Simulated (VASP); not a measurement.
# InAs (F-43m) in VASP: relaxation of cell and atoms with r2SCAN

Aim: the relaxation of cell and atoms of InAs with r2SCAN.

Everything below comes from runs of VASP 6.6.1. Logs are shortened: lines on timing, memory, paths and dates and some standing lists are left out, and cuts for length are marked.

## Step 1: The cell of the first run

Symmetry: F-43m, No. 216, cubic system. Conventional cell: a = 6.109 Å, b = 6.109 Å, c = 6.109 Å, α = 90.00°, β = 90.00°, γ = 90.00°. In (site symmetry -43m) has 4 As at 2.65 Å within 3.5 Å. Within 3.5 Å of As (site symmetry -43m) lie 4 In at 2.65 Å.

## Step 2: Relaxation of cell and atoms, r2SCAN, target pressure 15 GPa, at which the enthalpy is minimised

POSCAR

```
InAs
1.0
    0.0000000000      3.0546306554      3.0546306554
    3.0546306554      0.0000000000      3.0546306554
    3.0546306554      3.0546306554      0.0000000000
In As
1 1
Direct
    0.0000000000      0.0000000000      0.0000000000
    0.7500000000      0.7500000000      0.7500000000
```

INCAR.step1

```
PREC = Accurate
ENCUT = 600
ISMEAR = -1
SIGMA = 0.1
LREAL = F
LASPH = T
NELM = 100
GGA = PE
ALGO = Normal
EDIFF = 1E-4
LWAVE = T
LCHARG = F
```

INCAR.step2

```
PREC = Accurate
ENCUT = 600
EDIFF = 1E-6
ISMEAR = -1
SIGMA = 0.1
LREAL = F
LASPH = T
NELM = 100
ALGO = Normal
ISIF = 3
LWAVE = F
LCHARG = F
METAGGA = R2SCAN
LMIXTAU = T
IBRION = 2
NSW = 100
EDIFFG = -0.002
PSTRESS = 150.0
ISTART = 1
```

KPOINTS

```
regular mesh
0
Gamma
  14 14 14
```

Potentials or basis: VASP PAW PBE potentials, release 64 (In_d, As).

The run is started by

```bash
> cat potpaw_PBE.64/In_d/POTCAR potpaw_PBE.64/As/POTCAR > POTCAR
> cp INCAR.step1 INCAR
> mpirun -np 1 vasp_std > vasp.out
> cp INCAR.step2 INCAR
> mpirun -np 1 vasp_std > vasp.out
```

OUTCAR:

```text
PREC = Accurate
   ENCUT = 600
   EDIFF = 1E-6
   ISMEAR = -1
   LREAL = F
   LASPH = T
   NELM = 100
   ISIF = 3
   METAGGA = R2SCAN
   IBRION = 2
   NSW = 100
   EDIFFG = -0.002
   PSTRESS = 150.0
   ISTART = 1

 ion  position               nearest neighbor table
   1  0.000  0.000  0.000-   2 2.65   2 2.65   2 2.65   2 2.65
   2  0.750  0.750  0.750-   1 2.65   1 2.65   1 2.65   1 2.65

  LATTYP: Found a face centered cubic cell.
 ALAT       =     6.1092613108

  Lattice vectors:

 A1 = (   0.0000000000,   3.0546306554,   3.0546306554)
 A2 = (   3.0546306554,   0.0000000000,   3.0546306554)
 A3 = (   3.0546306554,   3.0546306554,   0.0000000000)

Analysis of symmetry for initial positions (statically):
=====================================================================
 Subroutine PRICEL returns:
 Original cell was already a primitive cell.

 Routine SETGRP: Setting up the symmetry group for a
 face centered cubic supercell.

 Subroutine GETGRP returns: Found 24 space group operations
 (whereof 24 operations were pure point group operations)
 out of a pool of 48 trial point group operations.

The static configuration has the point symmetry T_d .

Analysis of symmetry for dynamics (positions and initial velocities):
=====================================================================
 Subroutine PRICEL returns:
 Original cell was already a primitive cell.

 Routine SETGRP: Setting up the symmetry group for a
 face centered cubic supercell.

 Subroutine GETGRP returns: Found 24 space group operations
 (whereof 24 operations were pure point group operations)
 out of a pool of 48 trial point group operations.

The dynamic configuration has the point symmetry T_d .

 Subroutine INISYM returns: Found 24 space group operations
 (whereof 24 operations are pure point group operations),
 and found     1 'primitive' translations

----------------------------------------------------------------------------------------

                                     Primitive cell

  volume of cell :      57.0041

  direct lattice vectors                    reciprocal lattice vectors
     0.000000000  3.054630655  3.054630655    -0.163685910  0.163685910  0.163685910
     3.054630655  0.000000000  3.054630655     0.163685910 -0.163685910  0.163685910
     3.054630655  3.054630655  0.000000000     0.163685910  0.163685910 -0.163685910

  length of vectors
     4.319900101  4.319900101  4.319900101     0.283512313  0.283512313  0.283512313

  position of ions in fractional coordinates (direct lattice)
     0.000000000  0.000000000  0.000000000
     0.750000000  0.750000000  0.750000000

  ion indices of the primitive-cell ions
   primitive index   ion index
                 1           1
                 2           2

----------------------------------------------------------------------------------------

 KPOINTS: regular mesh

Automatic generation of k-mesh.
 Grid dimensions read from file:
 generate k-points for:   14   14   14

 Generating k-lattice:

  Cartesian coordinates                     Fractional coordinates (reciprocal lattice)
    -0.011691851  0.011691851  0.011691851     0.071428571  0.000000000  0.000000000
     0.011691851 -0.011691851  0.011691851     0.000000000  0.071428571  0.000000000
     0.011691851  0.011691851 -0.011691851     0.000000000  0.000000000  0.071428571

  Length of vectors
     0.020250880  0.020250880  0.020250880

  Shift w.r.t. Gamma in fractional coordinates (k-lattice)
     0.000000000  0.000000000  0.000000000

 Subroutine IBZKPT returns following result:
 ===========================================

 Found    104 irreducible k-points:

 Following reciprocal coordinates:
            Coordinates               Weight
  0.000000  0.000000  0.000000      1.000000
  0.071429  0.000000  0.000000      8.000000
  0.142857  0.000000  0.000000      8.000000
  0.214286  0.000000  0.000000      8.000000
  0.285714  0.000000  0.000000      8.000000
  0.357143  0.000000  0.000000      8.000000
[... 16 lines left out ...]
  0.214286  0.142857  0.000000     24.000000
  0.285714  0.142857  0.000000     24.000000
 [... further k-points ...]
   k-points           NKPTS =    104   k-points in BZ     NKDIM =    104   number of bands    NBANDS=     13
   number of dos      NEDOS =    301   number of ions     NIONS =      2
   total plane-waves  NPLWV =  46656
   dimension x,y,z NGX =    36 NGY =   36 NGZ =   36
   dimension x,y,z NGXF=    72 NGYF=   72 NGZF=   72
   ions per type =               1   1
   NGX,Y,Z   is equivalent  to a cutoff of  13.85, 13.85, 13.85 a.u.
   NGXF,Y,Z  is equivalent  to a cutoff of  27.71, 27.71, 27.71 a.u.
 SYSTEM =  unknown system
   PREC   = accura    normal or accurate (medium, high low for compatibility)
   ISTART =      1    job   : 0-new  1-cont  2-samecut
   ICHARG =      0    charge: 1-file 2-atom 10-const
   ISPIN  =      1    spin polarized calculation?
   LNONCOLLINEAR =      F non collinear calculations
   LSORBIT =      F    spin-orbit coupling
   LASPH  =      T    aspherical Exc in radial PAW
   ENCUT  =  600.0 eV  44.10 Ry    6.64 a.u.   8.63  8.63  8.63*2*pi/ulx,y,z
   NELM   =    100;   NELMIN=  2; NELMDL=  0     # of ELM steps
   EDIFF  = 0.1E-05   stopping-criterion for ELM
   LREAL  =      F    real-space projection
   EDIFFG = -.2E-02   stopping-criterion for IOM
   NSW    =    100    number of steps for IOM
   IBRION =      2    ionic relax: 0-MD 1-quasi-New 2-CG
   NFREE  =      1    steps in history (QN), initial steepest desc. (CG)
   ISIF   =      3    stress and relaxation
   ISYM   =      2    0-nonsym 1-usesym 2-fastsym
   POTIM  = 0.5000    time-step for ionic-motion
   TEBEG  =    0.0;   TEEND  =   0.0 temperature during run
   PSTRESS=  150.0 pullay stress
   NELECT =      18.0000    total number of electrons
   NUPDOWN=      -1.0000    fix difference up-down
   EMIN   =  10.00;   EMAX   =-10.00  energy-range for DOS
   EFERMI =   0.00;   METHOD = LEGACY
   ISMEAR =    -1;   SIGMA  =   0.10  broadening in eV -4-tet -1-fermi 0-gaus
   EFERMI_NEDOS =   21; number of points for ismear=-14 and -15
   IALGO  =     38    algorithm
   IMIX   =      4    mixing-type and parameters
     AMIX     =   0.40;   BMIX     =  1.00
     AMIX_MAG =   1.60;   BMIX_MAG =  1.00
  volume/ion in A,a.u.               =      28.50       192.34
  Fermi-wavevector in a.u.,A,eV,Ry     =   1.114800  2.106667 16.909035  1.242779
  Thomas-Fermi vector in A             =   2.251399
   LORBIT       =      0    0 simple, 1 ext, 2 COOP (PROOUT), +10 PAW based schemes
   METAGGA = R2SCAN    functional components
   LHFCALC =     F    Hartree Fock is set to
   AEXX    =    0.0000 exact exchange contribution
   IVDW    =     0    specifies the selected vdW correction
   LEPSILON=     F    determine dielectric tensor
   LRPA    =     F    only Hartree local field effects (RPA)
 conjugate gradient relaxation of ions
 non-spin polarized calculation
  energy-cutoff  :      600.00
  volume of cell :       57.00
 maximum number of plane-waves:      1924
   NGX = 17   NGY = 17   NGZ = 17

--------------------------------------- Ionic step        1  -------------------------------------------

 number of electron      18.0000002 magnetization

 Free energy of the ion-electron system (eV)
  ---------------------------------------------------
  ext. energy  EPLUGINS =         0.00000000
  ---------------------------------------------------
  free energy    TOTEN  =       -38.06360760 eV

  energy without entropy =      -38.06316856  energy(sigma->0) =      -38.06338808

 E-fermi :   4.2981     XC(G=0):  -9.5163

 val. band max:        4.0448303994   @ k =   0.0000   0.0000   0.0000
 cond. band min:       4.8596345363   @ k =   0.0714   0.0000   0.0000
 fundamental gap:      0.8148041369
 Fermi energy:         4.2980789174

 k-point     1 :       0.0000    0.0000    0.0000
  band No.  band energies     occupation
      1     -10.8261      2.00000
      2     -10.8261      2.00000
      3     -10.8261      2.00000
      4     -10.6917      2.00000
      5     -10.6917      2.00000
      6      -8.1356      2.00000
      7       3.9647      1.93116
      8       3.9647      1.93116
      9       3.9647      1.93116
     10       4.0448      1.85278
     11       8.2219      0.00000
     12       8.2219      0.00000
     13       8.2219      0.00000
[... 353 lines left out ...]
 k-point    24 :       0.2857    0.1429    0.0000
  band No.  band energies     occupation
      1     -10.9081      2.00000
      2     -10.7993      2.00000
      3     -10.7963      2.00000
      4     -10.7006      2.00000
      5     -10.6838      2.00000
      6      -7.4186      2.00000
      7       0.3012      2.00000
      8       2.7937      2.00000
      9       2.8687      2.00000
     10       6.5313      0.00000
     11       7.6384      0.00000
     12       9.6801      0.00000
     13       9.8554      0.00000

 [... further k-points ...]
[... 5 lines left out ...]
  --------------------------------------------------------------------------------------
  -------------------------------------------------------------------------------------
  Total        0.0085435      0.0085435      0.0085435      0.0000000     -0.0000000     -0.0000000
  in kB        0.2401266      0.2401266      0.2401266      0.0000000     -0.0000000     -0.0000000
  external PRESSURE =    -149.7598734 kB  Pullay stress =     150.0000000 kB
[... 93 lines left out ...]
  FREE ENERGIE OF THE ION-ELECTRON SYSTEM (eV)
  ---------------------------------------------------
  free  energy   TOTEN  =       -37.7478048233 eV

  energy  without entropy=      -37.7477721011  energy(sigma->0) =      -37.74778846

  enthalpy is  TOTEN    =       -33.2123602543 eV   P V=        4.5354445690

[... ionic steps 4 to 13 ...]

--------------------------------------- Ionic step       14  -------------------------------------------

 number of electron      18.0000003 magnetization

------------------------ aborting loop because EDIFF is reached ----------------------------------------

  FORCE on cell =-STRESS in cart. coord.  units (eV):
  Direction    XX          YY          ZZ          XY          YZ          ZX
  --------------------------------------------------------------------------------------
  -------------------------------------------------------------------------------------
  Total        4.4797170      4.4797170      4.4797170      0.0000000      0.0000000     -0.0000000
  in kB      149.7331484    149.7331484    149.7331484      0.0000000      0.0000000     -0.0000000
  external PRESSURE =      -0.2668516 kB  Pullay stress =     150.0000000 kB
[... 61 lines left out ...]
  enthalpy is  TOTEN    =       -33.2144196151 eV   P V=        4.4874315519

--------------------------------------- Ionic step       16  -------------------------------------------

 number of electron      18.0000003 magnetization

 Free energy of the ion-electron system (eV)
  ---------------------------------------------------
  ext. energy  EPLUGINS =         0.00000000
  ---------------------------------------------------
  free energy    TOTEN  =       -37.70171678 eV

  energy without entropy =      -37.70169056  energy(sigma->0) =      -37.70170367

 E-fermi :   6.5229     XC(G=0): -10.3378

 val. band max:        5.8608757972   @ k =   0.0000   0.0000   0.0000
 cond. band min:       6.9005081739   @ k =   0.0000   0.0000   0.0000
 fundamental gap:      1.0396323768
 Fermi energy:         6.5228972640

 k-point     1 :       0.0000    0.0000    0.0000
  band No.  band energies     occupation
      1      -9.3606      2.00000
      2      -9.3606      2.00000
      3      -9.3606      2.00000
      4      -9.1335      2.00000
      5      -9.1335      2.00000
      6      -7.5076      2.00000
      7       5.8609      1.99734
      8       5.8609      1.99734
      9       5.8609      1.99734
     10       6.9005      0.04480
     11      10.1708      0.00000
     12      10.1708      0.00000
     13      10.1708      0.00000
[... 353 lines left out ...]
 k-point    24 :       0.2857    0.1429    0.0000
  band No.  band energies     occupation
      1      -9.5254      2.00000
      2      -9.3124      2.00000
      3      -9.3068      2.00000
      4      -9.1525      2.00000
      5      -9.1195      2.00000
      6      -6.5251      2.00000
      7       1.9001      2.00000
      8       4.3872      2.00000
      9       4.4224      2.00000
     10       8.8890      0.00000
     11       9.7951      0.00000
     12      11.7604      0.00000
     13      12.1350      0.00000

 [... further k-points ...]
[... 5 lines left out ...]
  --------------------------------------------------------------------------------------
  -------------------------------------------------------------------------------------
  Total        4.4851712      4.4851712      4.4851712     -0.0000000      0.0000000      0.0000000
  in kB      149.9289374    149.9289374    149.9289374     -0.0000000      0.0000000      0.0000000
  external PRESSURE =      -0.0710626 kB  Pullay stress =     150.0000000 kB
[... 17 lines left out ...]
  FREE ENERGIE OF THE ION-ELECTRON SYSTEM (eV)
  ---------------------------------------------------
  free  energy   TOTEN  =       -37.7017167763 eV

  energy  without entropy=      -37.7016905645  energy(sigma->0) =      -37.70170367

  enthalpy is  TOTEN    =       -33.2144197590 eV   P V=        4.4872970173

 reached required accuracy - stopping structural energy minimisation
```

It took 17 min on 1 thread of Intel Xeon 6975P-C (Granite Rapids), shared host; peak memory 0.31 GiB.

What came out:

```yaml
Free_energy: -37.7017 eV
Relaxed_volume: 23.96 Å³/atom
Relaxed_cell: a = 4.077 Å, b = 4.077 Å, c = 4.077 Å, α = 60.00°, β = 60.00°, γ = 60.00°
Space_group_after_relaxing_to_0.05_Å: F-43m (No. 216)
Energy_change_on_relaxing_the_enthalpy_is_what_falls: +180.9 meV/atom
Ionic_steps: 16
Pressure_after_relaxing: 15.0 GPa
Band_gap_on_the_k_mesh: 1.04 eV, direct
```

The path:
| step | energy change (eV) | largest force (eV/Å) | pressure (GPa) | volume (Å³) |
| --- | --- | --- | --- | --- |
| 1 | 0.0000 | 0.0000 | 0.02 | 57.00 |
| 2 | 2.5214 | 0.0000 | 61.18 | 37.73 |
| 3 | 0.3158 | 0.0000 | 13.75 | 48.44 |
| 4 | 0.3504 | 0.0000 | 14.69 | 48.05 |
| 5 | 0.3661 | 0.0000 | 15.12 | 47.89 |
| 6 | 0.3555 | 0.0000 | 14.83 | 48.00 |
| 7 | 0.3622 | 0.0000 | 14.96 | 47.93 |
| 8 | 0.3631 | 0.0000 | 15.03 | 47.92 |
| 9 | 0.3627 | 0.0000 | 15.05 | 47.92 |
| 10 | 0.3624 | 0.0000 | 15.04 | 47.92 |
| 11 | 0.3623 | 0.0000 | 15.02 | 47.93 |
| 12 | 0.3620 | 0.0000 | 15.03 | 47.93 |
| 13 | 0.3612 | 0.0000 | 14.98 | 47.94 |
| 14 | 0.3615 | 0.0000 | 14.97 | 47.93 |
| 15 | 0.3618 | 0.0000 | 14.98 | 47.93 |
| 16 | 0.3619 | 0.0000 | 14.99 | 47.93 |

Final structure:
```xyz
2
Lattice="0.0000 2.8831 2.8831 2.8831 0.0000 2.8831 2.8831 2.8831 0.0000" Properties=species:S:1:pos:R:3 pbc="T T T"
In    0.0000    0.0000    0.0000
As    4.3246    4.3246    4.3246
```

Caveat: the cell is relaxed towards a set pressure, so the enthalpy falls and the energy may rise; the volume moved by over 15 % at a fixed basis, so the end points are rough; the PAW data sets were made with another functional, which shifts forces and pressure a little; spin-orbit coupling is left out, which moves the levels of the heavy elements. r2SCAN opens gaps a little over a GGA but as a rule still falls short of measured ones.
